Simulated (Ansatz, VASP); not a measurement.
**AlN in VASP and in Ansatz**

```
Al N
1.0
     3.11300    0.00000    0.00000
    -1.55650    2.69594    0.00000
     0.00000    0.00000    4.98100
Al N
2 2
Direct
  0.66667 0.33333 0.50000
  0.33333 0.66667 0.00000
  0.66667 0.33333 0.88000
  0.33333 0.66667 0.38000
```

Alike in both runs: task single point; functional PBE-based screened hybrid with a share of 0.2 of exact exchange and HFSCREEN = 0.2; k mesh 5 × 5 × 3; occupations fermi-dirac, width 0.05 eV; no spin polarisation.

|  | VASP | Ansatz |
| --- | --- | --- |
| version | VASP 6.6.1 | Ansatz 0.2.0 |
| potentials or method | VASP PAW PBE potentials, release 64 (Al, N) | Ansatz PAW |
| plane-wave cutoff (eV) | 520 | 420 |
| valence electrons in the cell | 16 | 16 |

|  | VASP | Ansatz | Ansatz less VASP |
| --- | --- | --- | --- |
| gap on the k mesh at the Fermi level (eV) | 5.32 | 5.32 | +0.002 |
| least direct gap on the mesh (eV) | 5.32 | 5.32 | +0.002 |
| pressure (GPa) | -0.7 | -0.6 | +0.16 |
| traceless stress, the component that is largest in VASP (GPa) | 1.05 | 0.96 | -0.089 |
| rms of the force components (eV/Å) | 0.075 | 0.077 | +0.0014 |

VASP's potentials were made for PBE, not for PBE-based screened hybrid. Atom by atom the forces differ by 0.001 eV/Å (rms over components). The functional is the same, so the differences come from potentials, cutoffs and numerics.

The k mesh is coarse, so the values compare programs but aren't converged. Noted on Ansatz's run: odd divisions of the mesh miss points on the zone boundary, where band edges often lie, so the gap on the mesh can be too wide.
